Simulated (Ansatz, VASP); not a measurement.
Two plane-wave programs on CdSe

INCAR

```
SYSTEM = CdSe
  PREC = Accurate
  ENCUT = 520
  EDIFF = 1E-7
  ISMEAR = 0
  SIGMA = 0.01
  LREAL = .FALSE.
  LASPH = .TRUE.
  NELM = 100
  ALGO = Normal
  ISIF = 2
  LWAVE = .FALSE.
  LCHARG = .FALSE.
  GGA = PE
  NBANDS = 26
```

File KPOINTS:

```
regular mesh
0
G
  12 12 4
  0 0 0
```

POSCAR

```
CdSe
1.0
    4.3407236658      0.0000000000      0.0000000000
   -2.1703618329      3.7591769654      0.0000000000
    0.0000000000      0.0000000000      7.0766459798
Cd Se
2 2
Direct
    0.3333333333      0.6666666667     -0.0004760038
    0.6666666667      0.3333333333      0.4995239962
    0.3333333333      0.6666666667      0.3754760038
    0.6666666667      0.3333333333      0.8754760038
```

Input for Ansatz:

```yaml
crystal:
  lattice:
    - [4.3407236658, 0.0, 0.0]
    - [-2.1703618329, 3.7591769654, 0.0]
    - [0.0, 0.0, 7.0766459798]
  atoms:
    - { symbol: Cd, position: [0.3333333333, 0.6666666667, -0.0004760038] }
    - { symbol: Cd, position: [0.6666666667, 0.3333333333, 0.4995239962] }
    - { symbol: Se, position: [0.3333333333, 0.6666666667, 0.3754760038] }
    - { symbol: Se, position: [0.6666666667, 0.3333333333, 0.8754760038] }
kpoints:
  mp_grid: { grid: [12, 12, 4] }
  band_path:
    path:
      - [0.0, 0.0, 0.0]
      - [0.5, 0.0, 0.0]
      - [0.3333333333, 0.3333333333, 0.0]
      - [0.0, 0.0, 0.5]
      - [0.5, 0.0, 0.5]
      - [0.3333333333, 0.3333333333, 0.5]
    npoints: 1
hamiltonian:
  xc: pbe
scf:
  occupations: { method: fixed }
  n_extra_bands: 5
output:
  forces: true
  stress: true
  eigenvalues: true
```

Alike in both runs: task single point; functional PBE; k mesh 12 × 12 × 4; no spin polarisation.

|  | VASP | Ansatz |
| --- | --- | --- |
| version | VASP 6.6.1 | Ansatz 0.2.0 |
| potentials or method | VASP PAW PBE potentials, release 64 (Cd, Se) | plane waves, PAW |
| plane-wave cutoff (eV) | 520 | 420 |
| occupations | gaussian, width 0.01 eV | fixed |
| valence electrons in the cell | 36 | 72 |

```csv
,VASP,Ansatz,Ansatz less VASP
gap on the k mesh at the Fermi level (eV),0.61,0.61,+0.001
pressure (GPa),1.7,1.4,-0.28
```

VASP's potentials hold 36 valence electrons a cell and Ansatz's 72, so a difference there can come from the potentials and not from the codes.
